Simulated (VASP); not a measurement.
# In4H3 (P-43m) in VASP: further runs

Runs on In4H3. Level: PBE. Tasks: single point, relaxation of cell and atoms.

Program: VASP 6.6.1. These are calculated values, not measurements. Logs are shortened: lines on timing, memory, paths and dates and some standing lists are left out, and cuts for length are marked.

### Step 1. The cell of the first run

Symmetry: P-43m, No. 215, cubic system. Conventional cell: a = 5.122 Å, b = 5.122 Å, c = 5.122 Å, α = 90.00°, β = 90.00°, γ = 90.00°. Within 3.0 Å of In (site symmetry 3m) lie 3 H at 2.31 Å. H (site symmetry -42m) has 4 In at 2.31 Å within 3.0 Å.

The cell was generated, and may not be a known phase.

### Step 2. Single point, PBE

Contents of INCAR:

```
SYSTEM = In4H3
  PREC = Accurate
  ENCUT = 520
  EDIFF = 1E-6
  ISMEAR = 0
  SIGMA = 0.1
  LREAL = .False.
  LASPH = .True.
  NELM = 60
  ALGO = Normal
  ISIF = 2
  LWAVE = .False.
  LCHARG = .False.
  GGA = PE
  NBANDS = 36
```

Contents of KPOINTS:

```
regular mesh
0
Gamma
  4 4 4
  0 0 0
```

Contents of POSCAR:

```
In4H3
1.0
    5.1223892300      0.0000000000      0.0000000000
    0.0000000000      5.1223892300      0.0000000000
    0.0000000000      0.0000000000      5.1223892300
In H
4 3
Direct
    0.7237776700      0.2762223300      0.2762223300
    0.2762223300      0.7237776700      0.2762223300
    0.2762223300      0.2762223300      0.7237776700
    0.7237776700      0.7237776700      0.7237776700
    0.0000000000      0.0000000000      0.5000000000
    0.5000000000      0.0000000000      0.0000000000
    0.0000000000      0.5000000000      0.0000000000
```

Potentials or basis: VASP PAW PBE potentials, release 64 (In_d, H).

Launch:

```console
$ cat potpaw_PBE.64/In_d/POTCAR potpaw_PBE.64/H/POTCAR > POTCAR
$ mpirun -np 1 vasp_std > vasp.out
```

OUTCAR:

```text
SYSTEM = In4H3
   PREC = Accurate
   ENCUT = 520
   EDIFF = 1E-6
   ISMEAR = 0
   LREAL = .False.
   LASPH = .True.
   NELM = 60
   ISIF = 2
   GGA = PE

 ion  position               nearest neighbor table
   1  0.724  0.276  0.276-   5 2.31   6 2.31   7 2.31   2 3.24   3 3.24   4 3.24   2 3.64   3 3.64
                             3 3.64   4 3.64   2 3.64   4 3.64   3 4.00   2 4.00   4 4.00
   2  0.276  0.724  0.276-   5 2.31   6 2.31   7 2.31   1 3.24   3 3.24   4 3.24   1 3.64   3 3.64
                             3 3.64   4 3.64   1 3.64   4 3.64   3 4.00   1 4.00   4 4.00
   3  0.276  0.276  0.724-   5 2.31   6 2.31   7 2.31   1 3.24   2 3.24   4 3.24   1 3.64   2 3.64
                             2 3.64   4 3.64   1 3.64   4 3.64   2 4.00   1 4.00   4 4.00
   4  0.724  0.724  0.724-   5 2.31   6 2.31   7 2.31   1 3.24   2 3.24   3 3.24   2 3.64   3 3.64
                             1 3.64   3 3.64   1 3.64   2 3.64   2 4.00   1 4.00   3 4.00
   5  0.000  0.000  0.500-   1 2.31   2 2.31   3 2.31   4 2.31
   6  0.500  0.000  0.000-   1 2.31   2 2.31   3 2.31   4 2.31
   7  0.000  0.500  0.000-   1 2.31   2 2.31   3 2.31   4 2.31

  LATTYP: Found a simple cubic cell.
 ALAT       =     5.1223892300

  Lattice vectors:

 A1 = (   5.1223892300,   0.0000000000,   0.0000000000)
 A2 = (   0.0000000000,   5.1223892300,   0.0000000000)
 A3 = (   0.0000000000,   0.0000000000,   5.1223892300)

Analysis of symmetry for initial positions (statically):
=====================================================================
 Subroutine PRICEL returns:
 Original cell was already a primitive cell.

 Routine SETGRP: Setting up the symmetry group for a
 simple cubic supercell.

 Subroutine GETGRP returns: Found 24 space group operations
 (whereof 24 operations were pure point group operations)
 out of a pool of 48 trial point group operations.

The static configuration has the point symmetry T_d .

Analysis of symmetry for dynamics (positions and initial velocities):
=====================================================================
 Subroutine PRICEL returns:
 Original cell was already a primitive cell.

 Routine SETGRP: Setting up the symmetry group for a
 simple cubic supercell.

 Subroutine GETGRP returns: Found 24 space group operations
 (whereof 24 operations were pure point group operations)
 out of a pool of 48 trial point group operations.

The dynamic configuration has the point symmetry T_d .

[... 95 lines left out ...]
   EDIFFG = 0.1E-04   stopping-criterion for IOM
   NSW    =      0    number of steps for IOM
   IBRION =     -1    ionic relax: 0-MD 1-quasi-New 2-CG
   NFREE  =      0    steps in history (QN), initial steepest desc. (CG)
   ISIF   =      2    stress and relaxation
   ISYM   =      2    0-nonsym 1-usesym 2-fastsym
   POTIM  = 0.5000    time-step for ionic-motion
   TEBEG  =    0.0;   TEEND  =   0.0 temperature during run
   PSTRESS=    0.0 pullay stress
   NELECT =      55.0000    total number of electrons
   NUPDOWN=      -1.0000    fix difference up-down
   EMIN   =  10.00;   EMAX   =-10.00  energy-range for DOS
   EFERMI =   0.00;   METHOD = LEGACY
   ISMEAR =     0;   SIGMA  =   0.10  broadening in eV -4-tet -1-fermi 0-gaus
   EFERMI_NEDOS =   21; number of points for ismear=-14 and -15
   IALGO  =     38    algorithm
   IMIX   =      4    mixing-type and parameters
     AMIX     =   0.40;   BMIX     =  1.00
     AMIX_MAG =   1.60;   BMIX_MAG =  1.00
  volume/ion in A,a.u.               =      19.20       129.57
  Fermi-wavevector in a.u.,A,eV,Ry     =   1.215411  2.296794 20.098850  1.477224
  Thomas-Fermi vector in A             =   2.350799
   LORBIT       =      0    0 simple, 1 ext, 2 COOP (PROOUT), +10 PAW based schemes
   GGA     = PE    functional components
   LHFCALC =     F    Hartree Fock is set to
   AEXX    =    0.0000 exact exchange contribution
   IVDW    =     0    specifies the selected vdW correction
   LEPSILON=     F    determine dielectric tensor
   LRPA    =     F    only Hartree local field effects (RPA)
 non-spin polarized calculation
 Gauss-broadening in eV      SIGMA  =   0.10
  energy-cutoff  :      520.00
  volume of cell :      134.41
 maximum number of plane-waves:      3695
 NGX is ok and might be reduce to    40
   NGX = 19   NGY = 19   NGZ = 19

 number of electron      54.9999958 magnetization

 Free energy of the ion-electron system (eV)
  ---------------------------------------------------
  ext. energy  EPLUGINS =         0.00000000
  ---------------------------------------------------
  free energy    TOTEN  =       -17.86784137 eV

  energy without entropy =      -17.84729779  energy(sigma->0) =      -17.85756958

 E-fermi :   5.3517     XC(G=0):  -9.4368

 val. band max:        5.2965065332   @ k =   0.5000   0.2500   0.0000
 cond. band min:       5.3785059251   @ k =   0.2500   0.2500   0.0000
 fundamental gap:      0.0819993919
 Fermi energy:         5.3516957410

 k-point     1 :       0.0000    0.0000    0.0000
  band No.  band energies     occupation
      1      -9.2624      2.00000
      2      -9.2624      2.00000
      3      -9.2490      2.00000
      4      -9.1557      2.00000
      5      -9.1557      2.00000
      6      -9.1557      2.00000
[... 379 lines left out ...]
     35      11.7852      0.00000
     36      11.7852      0.00000

------------------------ aborting loop because EDIFF is reached ----------------------------------------

  FORCE on cell =-STRESS in cart. coord.  units (eV):
  Direction    XX          YY          ZZ          XY          YZ          ZX
  --------------------------------------------------------------------------------------
  -------------------------------------------------------------------------------------
  Total       -0.2076850     -0.2076850     -0.2076850      0.0000000      0.0000000     -0.0000000
  in kB       -2.4757003     -2.4757003     -2.4757003      0.0000000      0.0000000     -0.0000000
  external PRESSURE =      -2.4757003 kB  Pullay stress =       0.0000000 kB

 VOLUME and BASIS-vectors are now :
 -----------------------------------------------------------------------------
  energy-cutoff  :      520.00
  volume of cell :      134.41
      direct lattice vectors                 reciprocal lattice vectors
     5.122389230  0.000000000  0.000000000     0.195221401  0.000000000  0.000000000
     0.000000000  5.122389230  0.000000000     0.000000000  0.195221401  0.000000000
     0.000000000  0.000000000  5.122389230     0.000000000  0.000000000  0.195221401

 POSITION                                       TOTAL-FORCE (eV/Angst)
 -----------------------------------------------------------------------------------
      3.70747      1.41492      1.41492         0.164298     -0.164298     -0.164298
      1.41492      3.70747      1.41492        -0.164298      0.164298     -0.164298
      1.41492      1.41492      3.70747        -0.164298     -0.164298      0.164298
      3.70747      3.70747      3.70747         0.164298      0.164298      0.164298
      0.00000      0.00000      2.56119         0.000000      0.000000     -0.000000
      2.56119      0.00000      0.00000         0.000000      0.000000     -0.000000
      0.00000      2.56119      0.00000        -0.000000      0.000000     -0.000000
 -----------------------------------------------------------------------------------
    total drift:                                0.000000      0.000000      0.000000

  FREE ENERGIE OF THE ION-ELECTRON SYSTEM (eV)
  ---------------------------------------------------
  free  energy   TOTEN  =       -17.8678413689 eV

  energy  without entropy=      -17.8472977943  energy(sigma->0) =      -17.85756958
```

stdout:

```text
POSCAR found type information on POSCAR InH
 POSCAR found :  2 types and       7 ions
 scaLAPACK will be used
 LDA part: xc-table for (Slater+PW92), standard interpolation
 POSCAR, INCAR and KPOINTS ok, starting setup
 FFT: planning ... GRIDC
 FFT: planning ... GRID_SOFT
 FFT: planning ... GRID
 WAVECAR not read
 entering main loop
```

Run time: 28 s. Hardware: 1 thread of AMD EPYC 9R45 (Zen 5), shared host; peak memory 0.21 GiB.

Results:

```yaml
Free_energy: -17.8678 eV
Pressure: -0.2 GPa
Largest_force: 0.285 eV/Å
Band_gap_on_the_k_mesh: zero (an odd number of electrons rules out a gap without spin polarisation)
```

Forces on the atoms (eV/Å):
```
In   0.164 -0.164 -0.164
In  -0.164  0.164 -0.164
In  -0.164 -0.164  0.164
In   0.164  0.164  0.164
H    0.000  0.000  0.000
H    0.000  0.000  0.000
H    0.000  0.000  0.000
```

Levels at points of the mesh, in eV from the Fermi level:
```csv
k point,band 25,band 26,band 27,band 28,band 29,band 30
"(0.00, 0.00, 0.00)",-2.79,-2.79,-2.79,2.56,2.56,3.12
"(0.50, 0.00, 0.00)",-2.46,-2.46,-0.51,0.19,1.04,1.04
"(0.50, 0.50, 0.00)",-1.06,-1.06,-0.76,0.53,0.67,0.67
"(0.50, 0.50, 0.50)",-3.88,-3.88,-3.88,-2.02,4.48,4.48
```

Caveat: spin-orbit coupling is left out, which moves the levels of the heavy elements.

### Step 3. Single point, PBE

This run uses another cell than the first one, of 19.11 Å³/atom.

Contents of INCAR:

```
SYSTEM = In4H3
PREC = Accurate ; ENCUT = 520
EDIFF = 1E-7 ; ISMEAR = 0
SIGMA = 0.1 ; LREAL = .False.
LASPH = .True. ; NELM = 80
ALGO = Normal ; ISIF = 2
LWAVE = .False. ; LCHARG = .False.
GGA = PE ; NBANDS = 36
```

Contents of KPOINTS:

```
regular mesh
0
Gamma
  8 8 8
  0 0 0
```

Contents of POSCAR:

```
In4H3
1.0
    5.1142607399      0.0000000000      0.0000000000
    0.0000000000      5.1142607399      0.0000000000
    0.0000000000      0.0000000000      5.1142607399
In H
4 3
Direct
    0.7287849731      0.2712150269      0.2712150269
    0.2712150269      0.7287849731      0.2712150269
    0.2712150269      0.2712150269      0.7287849731
    0.7287849731      0.7287849731      0.7287849731
    0.0000000000      0.0000000000      0.5000000000
    0.5000000000      0.0000000000      0.0000000000
    0.0000000000      0.5000000000      0.0000000000
```

Potentials or basis: VASP PAW PBE potentials, release 64 (In_d, H).

Launch:

```console
$ cat potpaw_PBE.64/In_d/POTCAR potpaw_PBE.64/H/POTCAR > POTCAR
$ mpirun -np 1 vasp_std > vasp.out
```

Wall time 1.7 min (1 thread of AMD EPYC 9R45 (Zen 5), shared host); peak memory 0.28 GiB.

Results (log left out):

| Property | Result |
| --- | --- |
| Free energy | -17.8139 eV |
| Pressure | -0.1 GPa |
| Band gap on the k mesh | zero (an odd number of electrons rules out a gap without spin polarisation) |

Levels at points of the mesh, in eV from the Fermi level:
```csv
k point,band 26,band 27,band 28,band 29,band 30,band 31
"(0.00, 0.00, 0.00)",-2.99,-2.99,2.47,2.47,2.88,2.88
"(0.50, 0.00, 0.00)",-2.66,-0.64,0.00,0.89,0.89,1.43
"(0.50, 0.50, 0.00)",-1.25,-0.94,0.49,0.49,0.51,1.03
"(0.50, 0.50, 0.50)",-4.01,-4.01,-2.43,4.30,4.30,4.30
```

Caveat: spin-orbit coupling is left out, which moves the levels of the heavy elements.

### Step 4. Relaxation of cell and atoms, PBE

Contents of INCAR:

```
SYSTEM = In4H3
PREC = Accurate ; ENCUT = 600
EDIFF = 1E-7 ; ISMEAR = 0
SIGMA = 0.1 ; LREAL = .False.
LASPH = .True. ; NELM = 60
ALGO = Normal ; ISIF = 3
LWAVE = .False. ; LCHARG = .False.
GGA = PE ; IBRION = 2
NSW = 100 ; EDIFFG = -0.01
```

Contents of KPOINTS:

```
Automatic mesh
0
Gamma
  8 8 8
  0 0 0
```

Contents of POSCAR:

```
In4H3
1.0
    5.1223892300      0.0000000000      0.0000000000
    0.0000000000      5.1223892300      0.0000000000
    0.0000000000      0.0000000000      5.1223892300
In H
4 3
Direct
    0.7237776700      0.2762223300      0.2762223300
    0.2762223300      0.7237776700      0.2762223300
    0.2762223300      0.2762223300      0.7237776700
    0.7237776700      0.7237776700      0.7237776700
    0.0000000000      0.0000000000      0.5000000000
    0.5000000000      0.0000000000      0.0000000000
    0.0000000000      0.5000000000      0.0000000000
```

Launch:

```console
$ cat potpaw_PBE.64/In_d/POTCAR potpaw_PBE.64/H/POTCAR > POTCAR
$ mpirun -np 1 vasp_std > vasp.out
```

Wall time 5.3 min (1 thread of AMD EPYC 9R45 (Zen 5), shared host); peak memory 0.33 GiB.

It converged, with:

```yaml
Free_energy: -17.8146 eV
Relaxed_volume: 19.07 Å³/atom
Relaxed_cell: a = 5.111 Å, b = 5.111 Å, c = 5.111 Å, α = 90.00°, β = 90.00°, γ = 90.00°
Space_group_after_relaxing_to_0.1_Å: P-43m (No. 215)
Energy_gained_by_relaxing: 2.5 meV/atom
Ionic_steps: 4
Pressure_after_relaxing: 0.1 GPa
Largest_force_after_relaxing: 0.004 eV/Å
Band_gap_on_the_k_mesh: zero (an odd number of electrons rules out a gap without spin polarisation)
```

Forces in eV/Å, atoms in the order of the input:
```
In   0.002 -0.002 -0.002
In  -0.002  0.002 -0.002
In  -0.002 -0.002  0.002
In   0.002  0.002  0.002
H    0.000  0.000  0.000
H    0.000  0.000  0.000
H    0.000  0.000  0.000
```

The path:
| step | energy change (eV) | largest force (eV/Å) | pressure (GPa) | volume (Å³) |
| --- | --- | --- | --- | --- |
| 1 | 0.0000 | 0.2018 | -0.09 | 134.41 |
| 2 | -0.0070 | 0.1524 | -0.04 | 134.21 |
| 3 | -0.0170 | 0.0226 | 0.04 | 133.61 |
| 4 | -0.0172 | 0.0038 | 0.06 | 133.52 |

Final structure:
```
In H
1.0
     5.11109    0.00000    0.00000
     0.00000    5.11109    0.00000
     0.00000    0.00000    5.11109
In H
4 3
Direct
  0.72870 0.27130 0.27130
  0.27130 0.72870 0.27130
  0.27130 0.27130 0.72870
  0.72870 0.72870 0.72870
  0.00000 0.00000 0.50000
  0.50000 0.00000 0.00000
  0.00000 0.50000 0.00000
```

Levels at points of the mesh, in eV from the Fermi level:
```csv
k point,band 25,band 26,band 27,band 28,band 29,band 30,band 31,band 32
"(0.00, 0.00, 0.00)",-2.98,-2.98,-2.98,2.47,2.47,2.88,2.88,2.88
"(0.50, 0.00, 0.00)",-2.65,-2.65,-0.65,0.00,0.89,0.89,1.44,3.01
"(0.50, 0.50, 0.00)",-1.25,-1.25,-0.94,0.49,0.49,0.50,1.03,1.16
"(0.50, 0.50, 0.50)",-4.02,-4.02,-4.02,-2.44,4.30,4.30,4.30,6.12
```

Caveat: spin-orbit coupling is left out, which moves the levels of the heavy elements.

### Step 5. Summary

| task | cell | k mesh | cutoff (eV) | gap on the mesh (eV) | pressure (GPa) |
| --- | --- | --- | --- | --- | --- |
| single point | a = 5.122 Å, 7 atoms, atomic positions A | 4 × 4 × 4 | 520 | none | -0.2 |
| single point | a = 5.114 Å, 7 atoms, atomic positions B | 8 × 8 × 8 | 520 | none | -0.1 |
| relaxation of cell and atoms | relaxed from a = 5.122 Å, 7 atoms, atomic positions A | 8 × 8 × 8 | 600 | none | 0.1 |

Alike in all rows: level PBE; potentials or basis VASP PAW PBE potentials, release 64 (In_d, H); no spin polarisation; smearing gaussian 0.1 eV.

Caveats: spin-orbit coupling is left out, which moves the levels of the heavy elements.

Total energies depend on the potentials used, so only differences within one code and one set of settings carry meaning.

The gap in the log of VASP goes by the Fermi energy; the results here count the filled bands.